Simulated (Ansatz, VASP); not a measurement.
**HfN: VASP beside Ansatz**

```
CELL_PARAMETERS angstrom
0.00000 2.44069 2.44069
2.44069 0.00000 2.44069
2.44069 2.44069 0.00000
ATOMIC_POSITIONS crystal
Hf 0.00000 0.00000 0.00000
N 0.75000 0.75000 0.75000
```

Alike in both runs: task single point; functional r2SCAN; k mesh 4 × 4 × 4; no spin polarisation.

|  | VASP | Ansatz |
| --- | --- | --- |
| version | VASP 6.6.1 | Ansatz 0.2.0 |
| potentials or method | VASP PAW PBE potentials, release 64 (Hf_pv, N), cutoff 660 eV | plane waves, PAW |
| occupations | methfessel-paxton of order 1, width 0.1 eV | cold |
| valence electrons in the cell | 15 | 31 |

|  | VASP | Ansatz | Ansatz less VASP |
| --- | --- | --- | --- |
| pressure (GPa) | 1.0 | 2.3 | +1.35 |

VASP's potentials were made for PBE, not for r2SCAN. VASP's potentials hold 15 valence electrons a cell and Ansatz's 31, so a difference there can come from the potentials and not from the codes. Ansatz's warnings: force scf threshold loose, stress scf threshold loose.

The k mesh is coarse, so the values compare programs but aren't converged. Neither program's run includes spin-orbit coupling.
